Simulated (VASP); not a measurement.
Input of a VASP 6.6.1 run:

INCAR

```
PREC = Accurate
ENCUT = 520
EDIFF = 1E-7
ISMEAR = 0
SIGMA = 0.05
LREAL = F
LASPH = T
NELM = 60
ALGO = Normal
ISIF = 2
LWAVE = F
LCHARG = T
GGA = PE
LELF = T
LVHAR = T
NBANDS = 16
```

The input KPOINTS:

```
Automatic mesh
0
Gamma
  12 12 6
```

The input POSCAR:

```
SiC
1.0
    3.0920366030      0.0000000000      0.0000000000
   -1.5460183015      2.6777822476      0.0000000000
    0.0000000000      0.0000000000      5.0738984874
Si C
2 2
Direct
    0.3333333333      0.6666666667      0.0045639005
    0.6666666667      0.3333333333      0.5045639005
    0.3333333333      0.6666666667      0.3356973251
    0.6666666667      0.3333333333      0.8356973251
```

Potentials or basis: VASP PAW PBE potentials, release 64 (Si, C).

Command:

```sh
$ cat potpaw_PBE.64/Si/POTCAR potpaw_PBE.64/C/POTCAR > POTCAR
$ mpirun -np 1 vasp_std > vasp.out
```

Problem. Estimate the largest force.

Solution. 6.246 eV/Å.

Problem. What does it give for the pressure?

Solution. 7.5 GPa.

Problem. Predict the band gap on the k mesh.

Solution. 0.78 eV, indirect (least direct gap 3.48 eV).

Stress tensor (GPa, compression positive):
```
-6.33  0.00  0.00
 0.00 -6.33  0.00
 0.00  0.00 35.07
```

Caveat: forces of over 1 eV/Å act on the atoms, so gaps and moduli don't describe the material at rest. A k mesh can miss the band edges.
